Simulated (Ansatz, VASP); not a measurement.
**Bi2Pd: VASP beside Ansatz**

```xyz
3
Lattice="-1.6921 1.6921 6.5345 1.6921 -1.6921 6.5345 1.6921 1.6921 -6.5345" Properties=species:S:1:pos:R:3 pbc="T T T"
Bi    0.0000    0.0000    4.7440
Bi    0.0000    0.0000    8.3249
Pd    0.0000    0.0000    0.0000
```

Alike in both runs: task single point; functional LDA; k mesh 11 × 11 × 11; occupations fermi-dirac, width 0.1 eV; no spin polarisation.

|  | VASP | Ansatz |
| --- | --- | --- |
| version | VASP 6.6.1 | Ansatz 0.2.0 |
| potentials or method | VASP PAW LDA potentials, release 64 (Bi_d, Pd), cutoff 520 eV | plane waves, PAW |
| valence electrons in the cell | 40 | 48 |

|  | VASP | Ansatz | Ansatz less VASP |
| --- | --- | --- | --- |
| pressure (GPa) | -4.9 | -5.1 | -0.18 |
| traceless stress, the component that is largest in VASP (GPa) | -0.12 | -0.12 | +0.002 |

LDA's correlation is that of Perdew and Zunger in VASP and of Perdew and Wang (1992) in Ansatz. VASP's potentials hold 40 valence electrons a cell and Ansatz's 48, so a difference there can come from the potentials and not from the codes.

Neither program's run includes spin-orbit coupling.
